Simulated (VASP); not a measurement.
# Nb16H (a cell with a defect) in VASP: single point with PBE+D3(BJ)

Aim: the single point of Nb16H (a cell with a defect) with PBE+D3(BJ).

All numbers are computed with VASP 6.6.1; they aren't measurements. Logs are shortened: lines on timing, memory, paths and dates and some standing lists are left out, and cuts for length are marked.

## 1. The cell of the first run

The cell holds a defect, 17 atoms: a = 6.600 Å, b = 6.600 Å, c = 6.600 Å, α = 90.00°, β = 90.00°, γ = 90.00°.

## 2. Single point, PBE+D3(BJ)

Contents of INCAR:

```
PREC     = Accurate       # precision mode
ENCUT    = 520            # plane-wave cutoff, eV
EDIFF    = 1E-6           # SCF threshold, eV
ISMEAR   = -1             # smearing method
SIGMA    = 0.15           # smearing width, eV
LREAL    = Auto         
LASPH    = T              # aspherical terms in the spheres
NELM     = 60             # most SCF steps
ALGO     = Normal         # electronic algorithm
ISIF     = 2              # what is computed and relaxed
LWAVE    = F              # write WAVECAR
LCHARG   = F              # write CHGCAR
GGA      = PE             # functional
IVDW     = 12             # dispersion correction
NBANDS   = 118            # bands
```

Contents of KPOINTS:

```
regular mesh
0
Gamma
  3 3 3
```

Contents of POSCAR:

```
Nb16H
1.0
    6.6000000000      0.0000000000      0.0000000000
    0.0000000000      6.6000000000      0.0000000000
    0.0000000000      0.0000000000      6.6000000000
Nb H
16 1
Direct
    0.0002739823     -0.0012478306     -0.0001742915
    0.4944109419     -0.0075493361     -0.0001641607
    0.0002865320      0.5006015051     -0.0001737278
    0.0021452388     -0.0003267562      0.4998188365
    0.2496923108      0.2496708920      0.2507573801
    0.4944717731      0.5068215666     -0.0001641936
    0.5014610120     -0.0000174548      0.4998352701
    0.7555237567      0.2496909925      0.2569892300
    0.0021547628      0.4997224620      0.4998191977
    0.2478265282      0.7496577010      0.2498639503
    0.2496983437      0.2496704277      0.7489004041
    0.5014851519      0.4993828302      0.4998363071
    0.7484979664      0.7496895696      0.2495284555
    0.7555552951      0.2496911512      0.7426269338
    0.2478309076      0.7496572372      0.7498159665
    0.7485107729      0.7496884922      0.7501356890
    0.6249549239      0.2495692502     -0.0002240469
```

Potentials or basis: VASP PAW PBE potentials, release 64 (Nb_sv, H).

Launch:

```
$ cat potpaw_PBE.64/Nb_sv/POTCAR potpaw_PBE.64/H/POTCAR > POTCAR
$ mpirun -np 1 vasp_std > vasp.out
```

OUTCAR:

```text
PREC = Accurate
   ENCUT = 520
   EDIFF = 1E-6
   ISMEAR = -1
   LREAL = Auto
   LASPH = T
   NELM = 60
   ISIF = 2
   GGA = PE
   IVDW = 12
 IVDW          = 12

 ion  position               nearest neighbor table
   1  0.000  0.999  1.000-  15 2.85  10 2.85  16 2.86  13 2.86  11 2.86   5 2.86   8 2.87  14 2.87

   2  0.494  0.992  1.000-  17 1.90  15 2.82  10 2.82  13 2.85  16 2.85   5 2.87  11 2.87   8 2.96
                            14 2.96
   3  0.000  0.501  1.000-  15 2.84  10 2.85  16 2.86  13 2.86   5 2.86  11 2.86   8 2.87  14 2.87

   4  0.002  1.000  0.500-  14 2.82   8 2.82  10 2.84  15 2.84   5 2.84  11 2.85  13 2.87  16 2.87

   5  0.250  0.250  0.251-   4 2.84   9 2.85   7 2.86  12 2.86   3 2.86   1 2.86   6 2.87   2 2.87

   6  0.494  0.507  1.000-  17 1.90  15 2.82  10 2.82  13 2.85  16 2.85   5 2.87  11 2.87   8 2.95
                            14 2.95
   7  0.501  1.000  0.500-  14 2.85   8 2.85  13 2.85  16 2.85  11 2.86   5 2.86  10 2.87  15 2.87

   8  0.756  0.250  0.257-  17 1.90   4 2.82   9 2.82  12 2.85   7 2.85   3 2.87   1 2.87   6 2.95
                             2 2.96
   9  0.002  0.500  0.500-  14 2.82   8 2.82  10 2.84  15 2.84   5 2.85  11 2.85  13 2.87  16 2.87

  10  0.248  0.750  0.250-   2 2.82   6 2.82   9 2.84   4 2.84   3 2.85   1 2.85  12 2.87   7 2.87

  11  0.250  0.250  0.749-   4 2.85   9 2.85   7 2.86  12 2.86   1 2.86   3 2.86   6 2.87   2 2.87

  12  0.501  0.499  0.500-  14 2.85   8 2.85  13 2.85  16 2.85  11 2.86   5 2.86  10 2.87  15 2.87

  13  0.748  0.750  0.250-   2 2.85   6 2.85  12 2.85   7 2.85   1 2.86   3 2.86   9 2.87   4 2.87

  14  0.756  0.250  0.743-  17 1.90   4 2.82   9 2.82  12 2.85   7 2.85   3 2.87   1 2.87   6 2.95
                             2 2.96
  15  0.248  0.750  0.750-   2 2.82   6 2.82   9 2.84   4 2.84   3 2.84   1 2.85  12 2.87   7 2.87

  16  0.749  0.750  0.750-   2 2.85   6 2.85  12 2.85   7 2.85   1 2.86   3 2.86   9 2.87   4 2.87

  17  0.625  0.250  1.000-   2 1.90  14 1.90   6 1.90   8 1.90

  LATTYP: Found a simple cubic cell.
 ALAT       =     6.6000000000

  Lattice vectors:

 A1 = (   6.6000000000,   0.0000000000,   0.0000000000)
 A2 = (   0.0000000000,   6.6000000000,   0.0000000000)
 A3 = (   0.0000000000,   0.0000000000,   6.6000000000)

Analysis of symmetry for initial positions (statically):
=====================================================================
 Subroutine PRICEL returns:
 Original cell was already a primitive cell.

 Routine SETGRP: Setting up the symmetry group for a
 simple cubic supercell.

 Subroutine GETGRP returns: Found  1 space group operations
 (whereof  1 operations were pure point group operations)
 out of a pool of 48 trial point group operations.

The static configuration has the point symmetry C_1 .

Analysis of symmetry for dynamics (positions and initial velocities):
=====================================================================
 Subroutine PRICEL returns:
 Original cell was already a primitive cell.

 Routine SETGRP: Setting up the symmetry group for a
 simple cubic supercell.

 Subroutine GETGRP returns: Found  1 space group operations
 (whereof  1 operations were pure point group operations)
 out of a pool of 48 trial point group operations.

The dynamic configuration has the point symmetry C_1 .

 Subroutine INISYM returns: Found  1 space group operations
 (whereof  1 operations are pure point group operations),
 and found     1 'primitive' translations

----------------------------------------------------------------------------------------

                                     Primitive cell

  volume of cell :     287.4960

  direct lattice vectors                    reciprocal lattice vectors
     6.600000000  0.000000000  0.000000000     0.151515152  0.000000000  0.000000000
     0.000000000  6.600000000  0.000000000     0.000000000  0.151515152  0.000000000
     0.000000000  0.000000000  6.600000000     0.000000000  0.000000000  0.151515152

  length of vectors
     6.600000000  6.600000000  6.600000000     0.151515152  0.151515152  0.151515152

  position of ions in fractional coordinates (direct lattice)
     0.000273982  0.998752169  0.999825708
     0.494410942  0.992450664  0.999835839
     0.000286532  0.500601505  0.999826272
     0.002145239  0.999673244  0.499818836
     0.249692311  0.249670892  0.250757380
     0.494471773  0.506821567  0.999835806
[... 9 lines left out ...]
     0.748510773  0.749688492  0.750135689
     0.624954924  0.249569250  0.999775953

  ion indices of the primitive-cell ions
   primitive index   ion index
                 1           1
                 2           2
                 3           3
                 4           4
                 5           5
                 6           6
[... 9 lines left out ...]
                16          16
                17          17

----------------------------------------------------------------------------------------

 KPOINTS: regular mesh

Automatic generation of k-mesh.
 Grid dimensions read from file:
 generate k-points for:    3    3    3

 Generating k-lattice:

  Cartesian coordinates                     Fractional coordinates (reciprocal lattice)
     0.050505051  0.000000000  0.000000000     0.333333333  0.000000000  0.000000000
     0.000000000  0.050505051  0.000000000     0.000000000  0.333333333  0.000000000
     0.000000000  0.000000000  0.050505051     0.000000000  0.000000000  0.333333333

  Length of vectors
     0.050505051  0.050505051  0.050505051

  Shift w.r.t. Gamma in fractional coordinates (k-lattice)
     0.000000000  0.000000000  0.000000000

 Subroutine IBZKPT returns following result:
 ===========================================

 Found     14 irreducible k-points:

 Following reciprocal coordinates:
            Coordinates               Weight
  0.000000  0.000000  0.000000      1.000000
  0.333333  0.000000  0.000000      2.000000
  0.000000  0.333333  0.000000      2.000000
  0.000000  0.000000  0.333333      2.000000
  0.333333  0.333333  0.000000      2.000000
  0.000000  0.333333  0.333333      2.000000
  0.333333  0.000000  0.333333      2.000000
 -0.333333  0.333333  0.000000      2.000000
 -0.333333  0.000000  0.333333      2.000000
  0.000000 -0.333333  0.333333      2.000000
  0.333333  0.333333  0.333333      2.000000
 -0.333333  0.333333  0.333333      2.000000
 -0.333333 -0.333333  0.333333      2.000000
  0.333333 -0.333333  0.333333      2.000000
   k-points           NKPTS =     14   k-points in BZ     NKDIM =     14   number of bands    NBANDS=    118
   number of dos      NEDOS =    301   number of ions     NIONS =     17
   total plane-waves  NPLWV = 125000
   dimension x,y,z NGX =    50 NGY =   50 NGZ =   50
   dimension x,y,z NGXF=   100 NGYF=  100 NGZF=  100
   ions per type =              16   1
   NGX,Y,Z   is equivalent  to a cutoff of  12.59, 12.59, 12.59 a.u.
   NGXF,Y,Z  is equivalent  to a cutoff of  25.19, 25.19, 25.19 a.u.
 SYSTEM =  unknown system
   PREC   = accura    normal or accurate (medium, high low for compatibility)
   ISTART =      0    job   : 0-new  1-cont  2-samecut
   ICHARG =      2    charge: 1-file 2-atom 10-const
   ISPIN  =      1    spin polarized calculation?
   LNONCOLLINEAR =      F non collinear calculations
   LSORBIT =      F    spin-orbit coupling
   LASPH  =      T    aspherical Exc in radial PAW
   ENCUT  =  520.0 eV  38.22 Ry    6.18 a.u.  12.27 12.27 12.27*2*pi/ulx,y,z
   NELM   =     60;   NELMIN=  2; NELMDL= -5     # of ELM steps
   EDIFF  = 0.1E-05   stopping-criterion for ELM
   LREAL  =      T    real-space projection
   EDIFFG = 0.1E-04   stopping-criterion for IOM
   NSW    =      0    number of steps for IOM
   IBRION =     -1    ionic relax: 0-MD 1-quasi-New 2-CG
   NFREE  =      0    steps in history (QN), initial steepest desc. (CG)
   ISIF   =      2    stress and relaxation
   ISYM   =      2    0-nonsym 1-usesym 2-fastsym
   POTIM  = 0.5000    time-step for ionic-motion
   TEBEG  =    0.0;   TEEND  =   0.0 temperature during run
   PSTRESS=    0.0 pullay stress
   NELECT =     209.0000    total number of electrons
   NUPDOWN=      -1.0000    fix difference up-down
   EMIN   =  10.00;   EMAX   =-10.00  energy-range for DOS
   EFERMI =   0.00;   METHOD = LEGACY
   ISMEAR =    -1;   SIGMA  =   0.15  broadening in eV -4-tet -1-fermi 0-gaus
   EFERMI_NEDOS =   21; number of points for ismear=-14 and -15
   IALGO  =     38    algorithm
   IMIX   =      4    mixing-type and parameters
     AMIX     =   0.40;   BMIX     =  1.00
     AMIX_MAG =   1.60;   BMIX_MAG =  1.00
  volume/ion in A,a.u.               =      16.91       114.12
  Fermi-wavevector in a.u.,A,eV,Ry     =   1.472018  2.781710 29.481589  2.166836
  Thomas-Fermi vector in A             =   2.587083
   LORBIT       =      0    0 simple, 1 ext, 2 COOP (PROOUT), +10 PAW based schemes
   GGA     = PE    functional components
   LHFCALC =     F    Hartree Fock is set to
   AEXX    =    0.0000 exact exchange contribution
   IVDW    =    12    specifies the selected vdW correction
   LEPSILON=     F    determine dielectric tensor
   LRPA    =     F    only Hartree local field effects (RPA)
 non-spin polarized calculation
  energy-cutoff  :      520.00
  volume of cell :      287.50
 maximum number of plane-waves:      7809
 NGX is ok and might be reduce to    50
   NGX = 25   NGY = 25   NGZ = 25

 number of electron     209.0000021 magnetization

 Free energy of the ion-electron system (eV)
  ---------------------------------------------------
  ext. energy  EPLUGINS =         0.00000000
  ---------------------------------------------------
  free energy    TOTEN  =      -168.06309558 eV

  energy without entropy =     -166.72146537  energy(sigma->0) =     -167.39228047

 E-fermi :  11.3212     XC(G=0): -12.5441

 val. band max:       11.2841218018   @ k =  -0.3333   0.3333   0.0000
 cond. band min:      11.4093739399   @ k =   0.3333   0.0000   0.3333
 fundamental gap:      0.1252521381
 Fermi energy:        11.3211756600

 k-point     1 :       0.0000    0.0000    0.0000
  band No.  band energies     occupation
      1     -43.0884      2.00000
      2     -42.8990      2.00000
      3     -42.8836      2.00000
      4     -42.8835      2.00000
      5     -42.8681      2.00000
      6     -42.8602      2.00000
[... 108 lines left out ...]
    115      13.5305      0.00000
    116      13.5435      0.00000
[... 1545 lines left out ...]
    115      13.6595      0.00000
    116      13.7006      0.00000
 [bands above 116 left out]

------------------------ aborting loop because EDIFF is reached ----------------------------------------

 Edisp (eV)  -12.01380

 E8    (eV) :    -5.8008

  FORCE on cell =-STRESS in cart. coord.  units (eV):
  Direction    XX          YY          ZZ          XY          YZ          ZX
  --------------------------------------------------------------------------------------
  -------------------------------------------------------------------------------------
  Total      -7.11597    -6.78870    -6.79389     0.00393    -0.00023    -0.00081
  in kB     -39.65636   -37.83255   -37.86145     0.02191    -0.00126    -0.00454
  external pressure =      -38.45 kB  Pullay stress =        0.00 kB

 VOLUME and BASIS-vectors are now :
 -----------------------------------------------------------------------------
  energy-cutoff  :      520.00
  volume of cell :      287.50
      direct lattice vectors                 reciprocal lattice vectors
     6.600000000  0.000000000  0.000000000     0.151515152  0.000000000  0.000000000
     0.000000000  6.600000000  0.000000000     0.000000000  0.151515152  0.000000000
     0.000000000  0.000000000  6.600000000     0.000000000  0.000000000  0.151515152

 POSITION                                       TOTAL-FORCE (eV/Angst)
 -----------------------------------------------------------------------------------
      0.00181      6.59176      6.59885        -0.000169      0.002310      0.000107
      3.26311      6.55017      6.59892        -0.002455     -0.001394     -0.000392
      0.00189      3.30397      6.59885        -0.000268     -0.003643      0.000077
      0.01416      6.59784      3.29880        -0.003588     -0.000526      0.000227
      1.64797      1.64783      1.65500        -0.000100      0.000342     -0.004108
      3.26351      3.34502      6.59892        -0.004045      0.002138     -0.000430
[... 9 lines left out ...]
      4.94017      4.94794      4.95090         0.002773     -0.000581     -0.002454
      4.12470      1.64716      6.59852         0.000460      0.002426      0.001070
 -----------------------------------------------------------------------------------
    total drift:                                0.008008      0.000903      0.000761

  FREE ENERGIE OF THE ION-ELECTRON SYSTEM (eV)
  ---------------------------------------------------
  free  energy   TOTEN  =      -180.0768972319 eV

  energy  without entropy=     -178.7352670238  energy(sigma->0) =     -179.40608213
```

Wall time 17 min (1 thread of Intel Xeon Platinum 8375C at 2.90GHz (Ice Lake), shared host); peak memory 0.53 GiB.

Results:

```yaml
Free_energy: -180.0769 eV
Pressure: -3.8 GPa
Largest_force: 0.005 eV/Å
Band_gap_on_the_k_mesh: zero (an odd number of electrons rules out a gap without spin polarisation)
Dispersion_energy_per_atom: -0.707 eV
```

Forces in eV/Å, atoms in the order of the input:
```
Nb   0.000  0.002  0.000
Nb  -0.002 -0.001  0.000
Nb   0.000 -0.004  0.000
Nb  -0.004 -0.001  0.000
Nb   0.000  0.000 -0.004
Nb  -0.004  0.002  0.000
Nb  -0.002 -0.002  0.000
Nb   0.002 -0.001  0.001
Nb  -0.003  0.000  0.000
Nb   0.005  0.000  0.000
Nb  -0.001  0.000  0.004
Nb  -0.003  0.002  0.000
Nb   0.003 -0.001  0.002
Nb   0.001 -0.001 -0.001
Nb   0.005  0.000  0.000
Nb   0.003 -0.001 -0.002
H    0.000  0.002  0.001
```

Stress tensor (GPa, compression positive):
```
-3.97  0.00  0.00
 0.00 -3.78  0.00
 0.00  0.00 -3.79
```
